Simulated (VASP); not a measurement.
# NiO (R-3m) in VASP: further runs

NiO is run at these levels: PBE+U; tasks: single point.

All numbers are computed with VASP 6.6.1; they aren't measurements. Logs are shortened: lines on timing, memory, paths and dates and some standing lists are left out, and cuts for length are marked.

## (1) The cell of the first run

The structure is trigonal, space group R-3m (No. 166). The conventional cell has a = 2.876 Å, b = 2.876 Å, c = 6.992 Å, α = 90.00°, β = 90.00°, γ = 120.00°. Within 2.7 Å of Ni (site symmetry -3m) lie 6 O at 2.03 Å. Within 2.7 Å of O (site symmetry -3m) lie 6 Ni at 2.03 Å.

## (2) Single point, PBE+U, collinear spin, ferromagnetic start

Contents of INCAR:

```
PREC = Accurate
ENCUT = 520
EDIFF = 1E-6
ISMEAR = 0
SIGMA = 0.05
LREAL = F
LASPH = T
NELM = 150
ALGO = Normal
ISIF = 2
LWAVE = F
LCHARG = F
ISPIN = 2
MAGMOM = 2 0
LORBIT = 11
LMAXMIX = 4
LDAU = T
LDAUTYPE = 2
LDAUL = 2 -1
LDAUU = 6.2 0
LDAUJ = 0 0
LDAUPRINT = 1
GGA = PE
NBANDS = 19
```

Contents of KPOINTS:

```
Automatic mesh
0
Gamma
  10 10 10
```

Contents of POSCAR:

```
NiO
1.0
    1.4381403700      0.8303107300      2.3308059600
   -1.4381403700      0.8303107300      2.3308059600
    0.0000000000     -1.6606214600      2.3308059600
Ni O
1 1
Direct
    1.0000000000      0.0000000000      0.0000000000
    0.5000000000      0.5000000000      0.5000000000
```

Potentials or basis: VASP PAW PBE potentials, release 64 (Ni, O).

Run with:

```bash
cat potpaw_PBE.64/Ni/POTCAR potpaw_PBE.64/O/POTCAR > POTCAR
mpirun -np 1 vasp_std > vasp.out
```

OUTCAR:

```text
PREC = Accurate
   ENCUT = 520
   EDIFF = 1E-6
   ISMEAR = 0
   LREAL = F
   LASPH = T
   NELM = 150
   ISIF = 2
   ISPIN = 2
   LORBIT = 11
   GGA = PE

 ion  position               nearest neighbor table
   1  0.000  0.000  0.000-   2 2.03   2 2.03   2 2.03   2 2.03   2 2.03   2 2.03
   2  0.500  0.500  0.500-   1 2.03   1 2.03   1 2.03   1 2.03   1 2.03   1 2.03

  LATTYP: Found a trigonal (rhomboedric) cell.
 ALAT       =     2.8618735219
 COS(alpha) =     0.4949531374

  Lattice vectors:

 A1 = (   1.4381403700,   0.8303107300,   2.3308059600)
 A2 = (  -1.4381403700,   0.8303107300,   2.3308059600)
 A3 = (   0.0000000000,  -1.6606214600,   2.3308059600)

Analysis of symmetry for initial positions (statically):
=====================================================================
 Subroutine PRICEL returns:
 Original cell was already a primitive cell.

 Routine SETGRP: Setting up the symmetry group for a
 trigonal (rhombohedral) supercell.

 Subroutine GETGRP returns: Found 12 space group operations
 (whereof 12 operations were pure point group operations)
 out of a pool of 12 trial point group operations.

The static configuration has the point symmetry D_3d.

Analysis of symmetry for dynamics (positions and initial velocities):
=====================================================================
 Subroutine PRICEL returns:
 Original cell was already a primitive cell.

 Routine SETGRP: Setting up the symmetry group for a
 trigonal (rhombohedral) supercell.

 Subroutine GETGRP returns: Found 12 space group operations
 (whereof 12 operations were pure point group operations)
 out of a pool of 12 trial point group operations.

The dynamic configuration has the point symmetry D_3d.

Analysis of structural, dynamic, and magnetic symmetry:
=====================================================================
 Subroutine PRICEL returns:
 Original cell was already a primitive cell.

 Routine SETGRP: Setting up the symmetry group for a
 trigonal (rhombohedral) supercell.

 Subroutine GETGRP returns: Found 12 space group operations
 (whereof 12 operations were pure point group operations)
 out of a pool of 12 trial point group operations.

The overall configuration has the point symmetry D_3d.

 Subroutine INISYM returns: Found 12 space group operations
 (whereof 12 operations are pure point group operations),
 and found     1 'primitive' translations

----------------------------------------------------------------------------------------

                                     Primitive cell

  volume of cell :      16.6993

  direct lattice vectors                    reciprocal lattice vectors
     1.438140370  0.830310730  2.330805960     0.347671208  0.200728066  0.143012048
    -1.438140370  0.830310730  2.330805960    -0.347671208  0.200728066  0.143012048
     0.000000000 -1.660621460  2.330805960     0.000000000 -0.401456131  0.143012048

  length of vectors
     2.861873522  2.861873522  2.861873522     0.426168360  0.426168360  0.426168360

  position of ions in fractional coordinates (direct lattice)
     0.000000000  0.000000000  0.000000000
     0.500000000  0.500000000  0.500000000

  ion indices of the primitive-cell ions
   primitive index   ion index
                 1           1
                 2           2

----------------------------------------------------------------------------------------

 KPOINTS: Automatic mesh

Automatic generation of k-mesh.
 Grid dimensions read from file:
 generate k-points for:   10   10   10

 Generating k-lattice:

  Cartesian coordinates                     Fractional coordinates (reciprocal lattice)
[... 64 lines left out ...]
   IBRION =     -1    ionic relax: 0-MD 1-quasi-New 2-CG
   NFREE  =      0    steps in history (QN), initial steepest desc. (CG)
   ISIF   =      2    stress and relaxation
   ISYM   =      2    0-nonsym 1-usesym 2-fastsym
   POTIM  = 0.5000    time-step for ionic-motion
   TEBEG  =    0.0;   TEEND  =   0.0 temperature during run
   PSTRESS=    0.0 pullay stress
   NELECT =      16.0000    total number of electrons
   NUPDOWN=      -1.0000    fix difference up-down
   EMIN   =  10.00;   EMAX   =-10.00  energy-range for DOS
   EFERMI =   0.00;   METHOD = LEGACY
   ISMEAR =     0;   SIGMA  =   0.05  broadening in eV -4-tet -1-fermi 0-gaus
   EFERMI_NEDOS =   21; number of points for ismear=-14 and -15
   IALGO  =     38    algorithm
   IMIX   =      4    mixing-type and parameters
     AMIX     =   0.40;   BMIX     =  1.00
     AMIX_MAG =   1.60;   BMIX_MAG =  1.00
  volume/ion in A,a.u.               =       8.35        56.35
  Fermi-wavevector in a.u.,A,eV,Ry     =   1.613919  3.049865 35.439564  2.604734
  Thomas-Fermi vector in A             =   2.708911
   LORBIT       =     11    0 simple, 1 ext, 2 COOP (PROOUT), +10 PAW based schemes
 LDA+U is selected, type is set to LDAUTYPE =  2
   angular momentum for each species LDAUL =     2   -1
   U (eV)           for each species LDAUU =   6.2  0.0
   J (eV)           for each species LDAUJ =   0.0  0.0
   GGA     = PE    functional components
   LHFCALC =     F    Hartree Fock is set to
   AEXX    =    0.0000 exact exchange contribution
   IVDW    =     0    specifies the selected vdW correction
   LEPSILON=     F    determine dielectric tensor
   LRPA    =     F    only Hartree local field effects (RPA)
 spin polarized calculation
 Gauss-broadening in eV      SIGMA  =   0.05
  energy-cutoff  :      520.00
  volume of cell :       16.70
 maximum number of plane-waves:       464
 NGX is ok and might be reduce to    24
   NGX = 11   NGY = 11   NGZ = 11

atom =   1  type =  1  l = 2

 onsite density matrix

spin component  1

  1.0100 -0.0000  0.0000 -0.0321  0.0000
 -0.0000  1.0322 -0.0000 -0.0000 -0.0321
  0.0000 -0.0000  0.9870  0.0000  0.0000
 -0.0321 -0.0000  0.0000  1.0322 -0.0000
  0.0000 -0.0321  0.0000 -0.0000  1.0100

spin component  2

  0.7077 -0.0000 -0.0000  0.3907  0.0000
 -0.0000  0.4367  0.0000  0.0000  0.3907
 -0.0000  0.0000  0.9856 -0.0000  0.0000
  0.3907  0.0000 -0.0000  0.4367  0.0000
  0.0000  0.3907  0.0000  0.0000  0.7077

 occupancies and eigenvectors

  o =  0.1586  v =  0.0000  0.0000  0.0000  0.0000  0.0000  0.5798  0.0000  0.0000 -0.8148 -0.0000      0.0000  0.0000  0.0000  0.0000  0.0000  0.0000  0.0000  0.0000  0.0000  0.0000
  o =  0.1586  v =  0.0000  0.0000  0.0000  0.0000  0.0000  0.0000 -0.8148 -0.0000  0.0000  0.5798      0.0000  0.0000  0.0000  0.0000  0.0000  0.0000  0.0000  0.0000  0.0000  0.0000
  o =  0.9856  v =  0.0000  0.0000  0.0000  0.0000  0.0000  0.0000  0.0000 -1.0000  0.0000  0.0000      0.0000  0.0000  0.0000  0.0000  0.0000  0.0000  0.0000  0.0000  0.0000  0.0000
  o =  0.9857  v =  0.0000  0.0000  0.0000  0.0000  0.0000 -0.8148  0.0000  0.0000 -0.5798 -0.0000      0.0000  0.0000  0.0000  0.0000  0.0000  0.0000  0.0000  0.0000  0.0000  0.0000
  o =  0.9857  v =  0.0000  0.0000  0.0000  0.0000  0.0000  0.0000 -0.5798 -0.0000  0.0000 -0.8148      0.0000  0.0000  0.0000  0.0000  0.0000  0.0000  0.0000  0.0000  0.0000  0.0000
  o =  0.9870  v =  0.0000 -0.0000  1.0000  0.0000 -0.0000  0.0000  0.0000  0.0000  0.0000  0.0000      0.0000  0.0000  0.0000  0.0000  0.0000  0.0000  0.0000  0.0000  0.0000  0.0000
  o =  0.9871  v = -0.8146 -0.0000  0.0000 -0.5801  0.0000  0.0000  0.0000  0.0000  0.0000  0.0000      0.0000  0.0000  0.0000  0.0000  0.0000  0.0000  0.0000  0.0000  0.0000  0.0000
  o =  0.9871  v =  0.0000  0.5801  0.0000 -0.0000  0.8146  0.0000  0.0000  0.0000  0.0000  0.0000      0.0000  0.0000  0.0000  0.0000  0.0000  0.0000  0.0000  0.0000  0.0000  0.0000
  o =  1.0551  v =  0.5801 -0.0000  0.0000 -0.8146  0.0000  0.0000  0.0000  0.0000  0.0000  0.0000      0.0000  0.0000  0.0000  0.0000  0.0000  0.0000  0.0000  0.0000  0.0000  0.0000
  o =  1.0551  v =  0.0000 -0.8146  0.0000  0.0000  0.5801  0.0000  0.0000  0.0000  0.0000  0.0000      0.0000  0.0000  0.0000  0.0000  0.0000  0.0000  0.0000  0.0000  0.0000  0.0000

 number of electron      16.0000002 magnetization       2.0000001

 Free energy of the ion-electron system (eV)
  ---------------------------------------------------
  ext. energy  EPLUGINS =         0.00000000
  ---------------------------------------------------
  free energy    TOTEN  =       -10.04527838 eV

  energy without entropy =      -10.04527838  energy(sigma->0) =      -10.04527838

 E-fermi :   8.3338     XC(G=0): -13.1622

 val. band max:        8.1056524520   @ k =   0.5000   0.0000   0.0000
 cond. band min:      10.4201856156   @ k =   0.0000   0.0000   0.0000
 fundamental gap:      2.3145331636
 Fermi energy:         8.3338448799

 spin component 1

 k-point     1 :       0.0000    0.0000    0.0000
  band No.  band energies     occupation
      1     -11.6471      1.00000
      2       1.7975      1.00000
      3       1.7975      1.00000
      4       2.9129      1.00000
      5       2.9129      1.00000
      6       2.9421      1.00000
[... 1049 lines left out ...]
     18      43.2328      0.00000
     19      43.4188      0.00000

 [... further k-points ...]

------------------------ aborting loop because EDIFF is reached ----------------------------------------

  FORCE on cell =-STRESS in cart. coord.  units (eV):
  Direction    XX          YY          ZZ          XY          YZ          ZX
  --------------------------------------------------------------------------------------
  -------------------------------------------------------------------------------------
  Total        2.3387714      2.3387714      2.4862586      0.0000000      0.0000000      0.0000000
  in kB      224.3877022    224.3877024    238.5380021      0.0000000      0.0000000      0.0000000
  external PRESSURE =     229.1044689 kB  Pullay stress =       0.0000000 kB

 VOLUME and BASIS-vectors are now :
 -----------------------------------------------------------------------------
  energy-cutoff  :      520.00
  volume of cell :       16.70
      direct lattice vectors                 reciprocal lattice vectors
     1.438140370  0.830310730  2.330805960     0.347671208  0.200728066  0.143012048
    -1.438140370  0.830310730  2.330805960    -0.347671208  0.200728066  0.143012048
     0.000000000 -1.660621460  2.330805960     0.000000000 -0.401456131  0.143012048

 POSITION                                       TOTAL-FORCE (eV/Angst)
 -----------------------------------------------------------------------------------
      0.00000      0.00000      0.00000         0.000000     -0.000000     -0.000000
      0.00000      0.00000      3.49621        -0.000000      0.000000      0.000000
 -----------------------------------------------------------------------------------
    total drift:                               -0.000000      0.000000     -0.000000

  FREE ENERGIE OF THE ION-ELECTRON SYSTEM (eV)
  ---------------------------------------------------
  free  energy   TOTEN  =       -10.0452783764 eV

  energy  without entropy=      -10.0452783764  energy(sigma->0) =      -10.04527838

 total charge

# of ion       s       p       d       tot
------------------------------------------
    1        0.373   0.500   8.313   9.186
    2        1.547   3.536   0.000   5.083
--------------------------------------------------
tot          1.920   4.036   8.313  14.269

 magnetization (x)

# of ion       s       p       d       tot
------------------------------------------
    1        0.012   0.015   1.793   1.820
    2        0.020   0.164   0.000   0.184
--------------------------------------------------
tot          0.031   0.179   1.793   2.004
```

It took 38 s on 1 thread of Intel Xeon Platinum 8488C (Sapphire Rapids), shared host; peak memory 0.18 GiB.

Results:

```
Free energy                                           : -10.0453 eV
Pressure                                              : 22.9 GPa
Band gap on the k mesh                                : 2.31 eV, indirect (least direct gap 3.14 eV)
Net moment                                            : 2.00 μB per cell
Site moments                                          : Ni +1.82; O +0.18 μB
Valence electrons inside the program's atomic spheres : Ni 9.19; O 5.08
```

Stress tensor (GPa, compression positive):
```
22.44  0.00  0.00
 0.00 22.44  0.00
 0.00  0.00 23.85
```

Eigenvalues of the final occupation matrices:
| site | spin | trace | eigenvalues |
| --- | --- | --- | --- |
| site 1 d | 1 | 5.07 | 0.99 0.99 0.99 1.06 1.06 |
| site 1 d | 2 | 3.27 | 0.16 0.16 0.99 0.99 0.99 |

Caveat: a cell with one magnetic atom can't hold antiferromagnetic order, which such compounds often take.

## (3) Single point, PBE+U, collinear spin, ferromagnetic start

Contents of INCAR:

```
ALGO = Normal ; EDIFF = 1E-7
ENCUT = 520 ; GGA = PE
ISIF = 2 ; ISMEAR = 0
ISPIN = 2 ; LASPH = T
LCHARG = T ; LDAU = T
LDAUJ = 0 0 ; LDAUL = 2 -1
LDAUPRINT = 1 ; LDAUTYPE = 2
LDAUU = 6.2 0 ; LELF = T
LMAXMIX = 4 ; LORBIT = 11
LREAL = F ; LVHAR = T
LWAVE = F ; MAGMOM = 1.87 0
NBANDS = 19 ; NELM = 150
PREC = Accurate ; SIGMA = 0.05
```

Contents of KPOINTS:

```
k-points
0
Gamma
  10 10 10
```

Contents of POSCAR:

```
NiO
1.0
    1.4346851684      0.8283158682      2.3420461999
   -1.4346851684      0.8283158682      2.3420461999
    0.0000000000     -1.6566317363      2.3420461999
Ni O
1 1
Direct
    1.0000000000      0.0000000000      0.0000000000
    0.5000000000      0.5000000000      0.5000000000
```

Potentials or basis: VASP PAW PBE potentials, release 64 (Ni, O).

Run with:

```bash
cat potpaw_PBE.64/Ni/POTCAR potpaw_PBE.64/O/POTCAR > POTCAR
mpirun -np 1 vasp_std > vasp.out
```

Wall time 39 s (1 thread of Intel Xeon Platinum 8488C (Sapphire Rapids), shared host); peak memory 0.19 GiB.

Results (log left out):

```yaml
Free_energy: -10.0457 eV
Pressure: 22.9 GPa
Band_gap_on_the_k_mesh: 2.32 eV, indirect (least direct gap 3.15 eV)
Net_moment: 2.00 μB per cell
Site_moments: Ni +1.82; O +0.18 μB
Valence_electrons_inside_the_program's_atomic_spheres: Ni 9.19; O 5.08
```

Levels at points of the mesh, in eV from the valence-band top:
Spin up:
```csv
k point,band 7,band 8,band 9,band 10,band 11,band 12
"(0.00, 0.00, 0.00)",-1.80,-1.80,-1.79,3.31,18.33,18.33
"(0.50, 0.00, 0.00)",-3.11,0.00,0.00,6.97,12.00,15.61
"(0.50, 0.50, 0.00)",-4.16,-3.30,-3.30,7.68,11.66,12.56
"(0.50, 0.50, 0.50)",-3.11,0.00,0.00,6.96,12.01,15.61
```
Spin down:
| k point | band 5 | band 6 | band 7 | band 8 | band 9 | band 10 |
| --- | --- | --- | --- | --- | --- | --- |
| (0.00, 0.00, 0.00) | -1.42 | -1.42 | -1.41 | 2.32 | 2.32 | 3.66 |
| (0.50, 0.00, 0.00) | -2.25 | -2.25 | -2.19 | 5.05 | 5.05 | 7.14 |
| (0.50, 0.50, 0.00) | -3.09 | -2.94 | -2.94 | 2.84 | 3.48 | 8.32 |
| (0.50, 0.50, 0.50) | -2.25 | -2.25 | -2.19 | 5.05 | 5.05 | 7.14 |

Eigenvalues of the final occupation matrices:
```
    site  spin  trace               eigenvalues
site 1 d     1   5.07  0.99 0.99 0.99 1.06 1.06
site 1 d     2   3.27  0.16 0.16 0.99 0.99 0.99
```

Caveat: a cell with one magnetic atom can't hold antiferromagnetic order, which such compounds often take. The state reached can hang on the start; a lower one may exist.

## (4) Single point, PBE+U, collinear spin, ferromagnetic start

This run uses another cell than the first one, of 9.35 Å³/atom, 1.120 times its volume.

Contents of INCAR:

```
SYSTEM = NiO
PREC     = Accurate       ! precision mode
ENCUT    = 520            ! plane-wave cutoff, eV
EDIFF    = 1E-6           ! SCF threshold, eV
ISMEAR   = 0              ! smearing method
SIGMA    = 0.05           ! smearing width, eV
LREAL    = .FALSE.        ! projectors in reciprocal space
LASPH    = .TRUE.         ! aspherical terms in the spheres
NELM     = 150            ! most SCF steps
ALGO     = Normal         ! electronic algorithm
ISIF     = 2              ! what is computed and relaxed
LWAVE    = .FALSE.        ! write WAVECAR
LCHARG   = .TRUE.         ! write CHGCAR
ISPIN    = 2              ! spin polarisation
MAGMOM   = 1.9 0.22       ! initial moments
LORBIT   = 11             ! projections on sites
LMAXMIX  = 4              ! l up to which the mixer works
LDAU     = .TRUE.         ! DFT+U
LDAUTYPE = 2            
LDAUL    = 2 -1           ! shell
LDAUU    = 6.2 0          ! U, eV
LDAUJ    = 0 0          
LDAUPRINT= 1            
GGA      = PE             ! functional
LELF     = .TRUE.         ! ELF
LVHAR    = .TRUE.       
NBANDS   = 19             ! bands
```

Contents of KPOINTS:

```
regular mesh
0
G
  10 10 10
  0 0 0
```

Contents of POSCAR:

```
NiO
1.0
    1.4899188549      0.8602050520      2.4322122159
   -1.4899188549      0.8602050520      2.4322122159
    0.0000000000     -1.7204101039      2.4322122159
Ni O
1 1
Direct
    1.0000000000      0.0000000000      0.0000000000
    0.5000000000      0.5000000000      0.5000000000
```

Run with:

```bash
cat potpaw_PBE.64/Ni/POTCAR potpaw_PBE.64/O/POTCAR > POTCAR
mpirun -np 1 vasp_std > vasp.out
```

It took 40 s on 1 thread of Intel Xeon Platinum 8488C (Sapphire Rapids), shared host; peak memory 0.19 GiB.

Results (log left out):

| Quantity | Value |
| --- | --- |
| Free energy | -10.1645 eV |
| Pressure | -2.1 GPa |
| Band gap on the k mesh | 2.57 eV, indirect (least direct gap 3.16 eV) |
| Net moment | 2.00 μB per cell |
| Site moments | Ni +1.82; O +0.17 μB |
| Valence electrons inside the program's atomic spheres | Ni 8.95; O 5.02 |

Levels at points of the mesh, in eV from the valence-band top:
Spin up:
| k point | band 6 | band 7 | band 8 | band 9 | band 10 | band 11 | band 12 | band 13 |
| --- | --- | --- | --- | --- | --- | --- | --- | --- |
| (0.00, 0.00, 0.00) | -4.98 | -1.32 | -1.32 | -1.32 | 2.58 | 17.77 | 17.77 | 17.77 |
| (0.50, 0.00, 0.00) | -4.50 | -3.11 | 0.00 | 0.00 | 6.69 | 10.91 | 14.83 | 14.84 |
| (0.50, 0.50, 0.00) | -4.19 | -4.19 | -2.66 | -2.65 | 6.89 | 11.46 | 11.77 | 17.45 |
| (0.50, 0.50, 0.50) | -4.50 | -3.10 | 0.00 | 0.00 | 6.69 | 10.91 | 14.83 | 14.83 |
Spin down:
```
           k point  band 4  band 5  band 6  band 7  band 8  band 9  band 10  band 11
(0.00, 0.00, 0.00)   -3.98   -0.98   -0.98   -0.98    2.57    2.57     2.93    18.02
(0.50, 0.00, 0.00)   -3.98   -2.22   -1.91   -1.91    4.82    4.82     6.86    11.36
(0.50, 0.50, 0.00)   -3.12   -3.12   -2.34   -2.33    3.00    3.41     7.53    11.74
(0.50, 0.50, 0.50)   -3.98   -2.22   -1.91   -1.91    4.82    4.82     6.86    11.36
```

Eigenvalues of the final occupation matrices:
```tsv
site	spin	trace	eigenvalues
site 1 d	1	5.02	0.98 0.98 0.98 1.03 1.03
site 1 d	2	3.21	0.13 0.13 0.98 0.98 0.98
```

Caveat: a cell with one magnetic atom can't hold antiferromagnetic order, which such compounds often take. The state reached can hang on the start; a lower one may exist.

## (5) The runs side by side

| cell | gap on the mesh (eV) | pressure (GPa) | moment (μB) |
| --- | --- | --- | --- |
| a = 2.862 Å, angles 60.3°, 2 atoms | 2.31 | 22.9 | 2.00 |
| a = 2.869 Å, angles 60.0°, 2 atoms | 2.32 | 22.9 | 2.00 |
| a = 2.979 Å, angles 60.0°, 2 atoms | 2.57 | -2.1 | 2.00 |

Alike in all rows: task single point; level PBE+U; potentials or basis VASP PAW PBE potentials, release 64 (Ni, O); spin collinear, ferromagnetic start; Ni d U = 6.2 eV; k mesh 10 × 10 × 10; cutoff (eV) 520; smearing gaussian 0.05 eV.

Caveats: a cell with one magnetic atom can't hold antiferromagnetic order, which such compounds often take.

Total energies depend on the potentials used, so only differences within one code and one set of settings carry meaning.
